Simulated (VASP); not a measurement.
# Y (C2/m) in VASP: notebook

The runs below take Y through relaxation of cell and atoms, single point, with PBE.

Program: VASP 6.6.1. These are calculated values, not measurements. Logs are shortened: lines on timing, memory, paths and dates and some standing lists are left out, and cuts for length are marked.

## (1) The cell of the first run

Symmetry: C2/m, No. 12, monoclinic system. Conventional cell: a = 8.842 Å, b = 4.952 Å, c = 4.134 Å, α = 90.00°, β = 91.89°, γ = 90.00°. Y (site symmetry m) has 11 Y at 3.12 to 4.06 Å within 4.1 Å. Y (site symmetry 2/m) has 12 Y at 3.12 to 4.06 Å within 4.1 Å.

## (2) Relaxation of cell and atoms, PBE

The input, INCAR:

```
ALGO = Normal ; EDIFF = 1E-6
EDIFFG = -0.04 ; ENCUT = 600
GGA = PE ; IBRION = 2
ISIF = 3 ; ISMEAR = 0
LASPH = True ; LCHARG = False
LREAL = False ; LWAVE = False
NELM = 100 ; NSW = 90
PREC = Accurate ; SIGMA = 0.1
```

The input, KPOINTS:

```
k-points
0
Gamma
  4 4 4
```

The input, POSCAR:

```
Y
1.0
    4.4210482228     -2.4758955967      0.0000000000
    4.4210482228      2.4758955967      0.0000000000
   -0.1362097590      0.0000000000      4.1320788797
Y
3
Direct
    0.6760000000      0.6760000000      0.6750000000
    0.3240000000      0.3240000000      0.3250000000
    0.0000000000      0.0000000000      0.0000000000
```

Potentials or basis: VASP PAW PBE potentials, release 64 (Y_sv).

On the command line:

```sh
$ cat potpaw_PBE.64/Y_sv/POTCAR > POTCAR
$ mpirun -np 1 vasp_std > vasp.out
```

OUTCAR:

```text
EDIFF = 1E-6
   EDIFFG = -0.04
   ENCUT = 600
   GGA = PE
   IBRION = 2
   ISIF = 3
   ISMEAR = 0
   LASPH = True
   LREAL = False
   NELM = 100
   NSW = 90
   PREC = Accurate

 ion  position               nearest neighbor table
   1  0.676  0.676  0.675-   3 3.12   2 3.17   2 3.17   3 3.24   3 3.24   2 3.39   2 3.85   2 3.85
                             3 4.01   3 4.01   3 4.06   2 4.18
   2  0.324  0.324  0.325-   3 3.12   1 3.17   1 3.17   3 3.24   3 3.24   1 3.39   1 3.85   1 3.85
                             3 4.01   3 4.01   3 4.06   1 4.18
   3  0.000  0.000  0.000-   1 3.12   2 3.12   1 3.24   1 3.24   2 3.24   2 3.24   1 4.01   2 4.01
                             1 4.01   2 4.01   1 4.06   2 4.06

  LATTYP: Found a base centered monoclinic cell.
 ALAT       =     8.8420964456
 B/A-ratio  =     0.5600245625
 C/A-ratio  =     0.4675727418
 COS(beta)  =    -0.0329460833

  Lattice vectors:

 A1 = (   4.4210482228,  -2.4758955967,   0.0000000000)
 A2 = (   4.4210482228,   2.4758955967,   0.0000000000)
 A3 = (  -0.1362097590,   0.0000000000,   4.1320788797)

Analysis of symmetry for initial positions (statically):
=====================================================================
 Subroutine PRICEL returns:
 Original cell was already a primitive cell.

 Routine SETGRP: Setting up the symmetry group for a
 base centered monoclinic supercell.

 Subroutine GETGRP returns: Found  4 space group operations
 (whereof  4 operations were pure point group operations)
 out of a pool of  4 trial point group operations.

The static configuration has the point symmetry C_2h.

Analysis of symmetry for dynamics (positions and initial velocities):
=====================================================================
 Subroutine PRICEL returns:
 Original cell was already a primitive cell.

 Routine SETGRP: Setting up the symmetry group for a
 base centered monoclinic supercell.

 Subroutine GETGRP returns: Found  4 space group operations
 (whereof  4 operations were pure point group operations)
 out of a pool of  4 trial point group operations.

The dynamic configuration has the point symmetry C_2h.

 Subroutine INISYM returns: Found  4 space group operations
 (whereof  4 operations are pure point group operations),
 and found     1 'primitive' translations

----------------------------------------------------------------------------------------

                                     Primitive cell

  volume of cell :      90.4599

  direct lattice vectors                    reciprocal lattice vectors
     4.421048223 -2.475895597  0.000000000     0.113095351 -0.201947126  0.003728073
     4.421048223  2.475895597  0.000000000     0.113095351  0.201947126  0.003728073
    -0.136209759  0.000000000  4.132078880     0.000000000  0.000000000  0.242008933

  length of vectors
     5.067122102  5.067122102  4.134323278     0.231488874  0.231488874  0.242008933

  position of ions in fractional coordinates (direct lattice)
     0.676000000  0.676000000  0.675000000
     0.324000000  0.324000000  0.325000000
     0.000000000  0.000000000  0.000000000

  ion indices of the primitive-cell ions
   primitive index   ion index
                 1           1
                 2           2
                 3           3

----------------------------------------------------------------------------------------

 KPOINTS: k-points

Automatic generation of k-mesh.
 Grid dimensions read from file:
 generate k-points for:    4    4    4

 Generating k-lattice:

  Cartesian coordinates                     Fractional coordinates (reciprocal lattice)
     0.028273838 -0.050486781  0.000932018     0.250000000  0.000000000  0.000000000
     0.028273838  0.050486781  0.000932018     0.000000000  0.250000000  0.000000000
     0.000000000  0.000000000  0.060502233     0.000000000  0.000000000  0.250000000

  Length of vectors
     0.057872218  0.057872218  0.060502233

  Shift w.r.t. Gamma in fractional coordinates (k-lattice)
     0.000000000  0.000000000  0.000000000

 Subroutine IBZKPT returns following result:
 ===========================================

 Found     24 irreducible k-points:

 Following reciprocal coordinates:
            Coordinates               Weight
  0.000000  0.000000  0.000000      1.000000
  0.250000  0.000000  0.000000      4.000000
  0.500000  0.000000  0.000000      2.000000
  0.250000  0.250000  0.000000      2.000000
  0.500000  0.250000  0.000000      4.000000
 -0.250000  0.250000  0.000000      2.000000
[... 16 lines left out ...]
 -0.250000  0.250000  0.500000      2.000000
  0.500000  0.500000  0.500000      1.000000
   k-points           NKPTS =     24   k-points in BZ     NKDIM =     24   number of bands    NBANDS=     20
   number of dos      NEDOS =    301   number of ions     NIONS =      3
   total plane-waves  NPLWV =  57600
   dimension x,y,z NGX =    40 NGY =   40 NGZ =   36
   dimension x,y,z NGXF=    80 NGYF=   80 NGZF=   72
   ions per type =               3
   NGX,Y,Z   is equivalent  to a cutoff of  13.12, 13.12, 14.48 a.u.
   NGXF,Y,Z  is equivalent  to a cutoff of  26.25, 26.25, 28.95 a.u.
 SYSTEM =  unknown system
   PREC   = accura    normal or accurate (medium, high low for compatibility)
   ISTART =      0    job   : 0-new  1-cont  2-samecut
   ICHARG =      2    charge: 1-file 2-atom 10-const
   ISPIN  =      1    spin polarized calculation?
   LNONCOLLINEAR =      F non collinear calculations
   LSORBIT =      F    spin-orbit coupling
   LASPH  =      T    aspherical Exc in radial PAW
   ENCUT  =  600.0 eV  44.10 Ry    6.64 a.u.  10.12 10.12  8.26*2*pi/ulx,y,z
   NELM   =    100;   NELMIN=  2; NELMDL= -5     # of ELM steps
   EDIFF  = 0.1E-05   stopping-criterion for ELM
   LREAL  =      F    real-space projection
   EDIFFG = -.4E-01   stopping-criterion for IOM
   NSW    =     90    number of steps for IOM
   IBRION =      2    ionic relax: 0-MD 1-quasi-New 2-CG
   NFREE  =      1    steps in history (QN), initial steepest desc. (CG)
   ISIF   =      3    stress and relaxation
   ISYM   =      2    0-nonsym 1-usesym 2-fastsym
   POTIM  = 0.5000    time-step for ionic-motion
   TEBEG  =    0.0;   TEEND  =   0.0 temperature during run
   PSTRESS=    0.0 pullay stress
   NELECT =      33.0000    total number of electrons
   NUPDOWN=      -1.0000    fix difference up-down
   EMIN   =  10.00;   EMAX   =-10.00  energy-range for DOS
   EFERMI =   0.00;   METHOD = LEGACY
   ISMEAR =     0;   SIGMA  =   0.10  broadening in eV -4-tet -1-fermi 0-gaus
   EFERMI_NEDOS =   21; number of points for ismear=-14 and -15
   IALGO  =     38    algorithm
   IMIX   =      4    mixing-type and parameters
     AMIX     =   0.40;   BMIX     =  1.00
     AMIX_MAG =   1.60;   BMIX_MAG =  1.00
  volume/ion in A,a.u.               =      30.15       203.48
  Fermi-wavevector in a.u.,A,eV,Ry     =   1.169753  2.210512 18.617145  1.368322
  Thomas-Fermi vector in A             =   2.306221
   LORBIT       =      0    0 simple, 1 ext, 2 COOP (PROOUT), +10 PAW based schemes
   GGA     = PE    functional components
   LHFCALC =     F    Hartree Fock is set to
   AEXX    =    0.0000 exact exchange contribution
   IVDW    =     0    specifies the selected vdW correction
   LEPSILON=     F    determine dielectric tensor
   LRPA    =     F    only Hartree local field effects (RPA)
 conjugate gradient relaxation of ions
 non-spin polarized calculation
 Gauss-broadening in eV      SIGMA  =   0.10
  energy-cutoff  :      600.00
  volume of cell :       90.46
 maximum number of plane-waves:      3040
   NGX = 21   NGY = 21   NGZ = 17

--------------------------------------- Ionic step        1  -------------------------------------------

 number of electron      33.0000000 magnetization

 Free energy of the ion-electron system (eV)
  ---------------------------------------------------
  ext. energy  EPLUGINS =         0.00000000
  ---------------------------------------------------
  free energy    TOTEN  =       -18.00492606 eV

  energy without entropy =      -17.96439214  energy(sigma->0) =      -17.98465910

 E-fermi :   3.4701     XC(G=0):  -9.7448

 val. band max:        3.4644954553   @ k =   0.2500   0.2500   0.5000
 cond. band min:       3.4709330505   @ k =   0.5000   0.5000   0.2500
 fundamental gap:      0.0064375952
 Fermi energy:         3.4700710504

 k-point     1 :       0.0000    0.0000    0.0000
  band No.  band energies     occupation
      1     -39.2845      2.00000
      2     -39.0977      2.00000
      3     -39.0845      2.00000
      4     -19.5538      2.00000
      5     -19.4947      2.00000
      6     -19.3938      2.00000
[... 12 lines left out ...]
     19       3.7284      0.00026
[... 632 lines left out ...]
  FREE ENERGIE OF THE ION-ELECTRON SYSTEM (eV)
  ---------------------------------------------------
  free  energy   TOTEN  =       -18.7825263681 eV

  energy  without entropy=      -18.7404646700  energy(sigma->0) =      -18.76149552

[... ionic steps 4 to 17 ...]

--------------------------------------- Ionic step       18  -------------------------------------------

 number of electron      33.0000000 magnetization

------------------------ aborting loop because EDIFF is reached ----------------------------------------

  FORCE on cell =-STRESS in cart. coord.  units (eV):
  Direction    XX          YY          ZZ          XY          YZ          ZX
  --------------------------------------------------------------------------------------
  -------------------------------------------------------------------------------------
  Total        0.0182745     -0.0592762      0.1459768      0.0000000      0.0000000      0.0082657
  in kB        0.3020914     -0.9798823      2.4131123      0.0000000      0.0000000      0.1366379
  external PRESSURE =       0.5784405 kB  Pullay stress =       0.0000000 kB
[... 59 lines left out ...]
  energy  without entropy=      -19.2362273753  energy(sigma->0) =      -19.24326099

--------------------------------------- Ionic step       20  -------------------------------------------

 number of electron      33.0000000 magnetization

 Free energy of the ion-electron system (eV)
  ---------------------------------------------------
  ext. energy  EPLUGINS =         0.00000000
  ---------------------------------------------------
  free energy    TOTEN  =       -19.25124025 eV

  energy without entropy =      -19.23735280  energy(sigma->0) =      -19.24429652

 E-fermi :   3.1663     XC(G=0):  -9.4835

 val. band max:        3.1568482302   @ k =   0.5000   0.2500   0.2500
 cond. band min:       3.2630392495   @ k =   0.2500   0.0000   0.0000
 fundamental gap:      0.1061910194
 Fermi energy:         3.1662523905

 k-point     1 :       0.0000    0.0000    0.0000
  band No.  band energies     occupation
      1     -39.5487      2.00000
      2     -39.4682      2.00000
      3     -39.4660      2.00000
      4     -19.6425      2.00000
      5     -19.6368      2.00000
      6     -19.6187      2.00000
[... 12 lines left out ...]
     19       3.6918      0.00000
[... 558 lines left out ...]
  FREE ENERGIE OF THE ION-ELECTRON SYSTEM (eV)
  ---------------------------------------------------
  free  energy   TOTEN  =       -19.2512402491 eV

  energy  without entropy=      -19.2373527999  energy(sigma->0) =      -19.24429652

 reached required accuracy - stopping structural energy minimisation
```

Run time: 6.5 min. Hardware: 1 thread of Intel Xeon 6975P-C (Granite Rapids), shared host; peak memory 0.28 GiB.

Results:

```
Free energy                            : -19.2512 eV
Relaxed volume                         : 32.35 Å³/atom
Relaxed cell                           : a = 6.177 Å, b = 6.177 Å, c = 3.548 Å, α = 106.75°, β = 106.75°, γ = 49.11°
Space group after relaxing (to 0.05 Å) : I4/mmm (No. 139)
Energy gained by relaxing              : 415.4 meV/atom
Ionic steps                            : 20
Pressure after relaxing                : 0.0 GPa
Largest force after relaxing           : 0.036 eV/Å
```

Forces on the atoms (eV/Å):
```
Y    0.027  0.000 -0.023
Y   -0.027  0.000  0.023
Y    0.000  0.000  0.000
```

The path:
```csv
step,energy change (eV),largest force (eV/Å),pressure (GPa),volume (Å³)
1,0.0000,0.4309,4.48,90.46
2,-0.6666,0.2930,-0.96,101.43
3,-0.7776,0.2056,-3.44,108.62
4,-1.0094,0.1342,-1.08,100.54
5,-1.0159,0.1203,-0.67,99.31
6,-1.0164,0.1150,-0.51,98.84
7,-1.0643,0.0930,0.21,96.76
8,-1.1142,0.0567,2.28,92.05
9,-1.1320,0.0566,2.19,92.23
10,-1.1675,0.0725,1.97,92.67
11,-1.1642,0.1227,1.81,93.13
12,-1.1770,0.0989,1.84,92.99
13,-1.2128,0.0942,1.00,94.75
14,-1.2395,0.0831,-0.42,98.08
15,-1.2395,0.0827,-0.48,98.21
16,-1.2430,0.0767,-0.26,97.68
17,-1.2447,0.0651,0.16,96.68
18,-1.2449,0.0680,0.06,96.92
19,-1.2454,0.0602,0.04,96.95
20,-1.2463,0.0358,0.00,97.05
```

Final structure:
```
CELL_PARAMETERS angstrom
5.57235 -2.56689 -0.71558
5.57235 2.56689 -0.71558
-0.68631 0.00000 3.48073
ATOMIC_POSITIONS crystal
Y 0.66611 0.66611 0.66827
Y 0.33389 0.33389 0.33173
Y 0.00000 0.00000 0.00000
```

Caveat: the k points lie up to 0.47 Å⁻¹ apart in the final cell.

## (3) Single point, PBE

The input, INCAR:

```
SYSTEM = Y
PREC = Accurate
ENCUT = 520
EDIFF = 1E-6
ISMEAR = 0
SIGMA = 0.1
LREAL = .FALSE.
LASPH = .TRUE.
NELM = 100
ALGO = Normal
ISIF = 2
LWAVE = .FALSE.
LCHARG = .TRUE.
GGA = PE
LELF = .TRUE.
LVHAR = .TRUE.
NBANDS = 24
```

The input, KPOINTS:

```
regular mesh
0
G
  4 4 4
  0 0 0
```

POSCAR is that of step 2.

Potentials or basis: VASP PAW PBE potentials, release 64 (Y_sv).

On the command line:

```sh
$ cat potpaw_PBE.64/Y_sv/POTCAR > POTCAR
$ mpirun -np 1 vasp_std > vasp.out
```

Wall time 31 s (1 thread of Intel Xeon 6975P-C (Granite Rapids), shared host); peak memory 0.24 GiB.

The run converged. Its results:

- Free energy: -18.0047 eV
- Pressure: 4.5 GPa
- Largest force: 0.431 eV/Å

Forces in eV/Å, atoms in the order of the input:
```
Y   -0.431  0.000 -0.004
Y    0.431  0.000  0.004
Y    0.000  0.000  0.000
```

Stress tensor (GPa, compression positive):
```
10.20  0.00 -0.34
 0.00  7.99  0.00
-0.34  0.00 -4.72
```

Levels at points of the mesh, in eV from the Fermi level:
```csv
k point,band 12,band 13,band 14,band 15,band 16,band 17,band 18,band 19,band 20,band 21
"(0.00, 0.00, 0.00)",-22.25,-4.78,-0.60,-0.44,0.04,0.07,0.23,0.26,0.36,0.37
"(0.50, 0.00, 0.00)",-22.24,-2.39,-2.36,-2.04,0.02,0.76,0.79,0.97,1.07,1.68
"(0.50, 0.50, 0.00)",-22.22,-2.51,-2.40,-2.04,-0.18,0.63,0.65,1.03,1.20,1.70
"(0.00, 0.00, 0.50)",-22.41,-2.24,-2.18,-1.61,-1.47,0.05,0.11,0.15,0.23,2.56
"(0.50, 0.00, 0.50)",-22.23,-2.05,-1.15,-1.11,0.01,0.05,0.19,0.41,0.73,0.76
"(0.50, 0.50, 0.50)",-22.27,-2.04,-1.28,-1.27,-0.25,0.18,0.31,0.42,0.45,0.97
```

Caveat: the k points lie up to 0.38 Å⁻¹ apart.
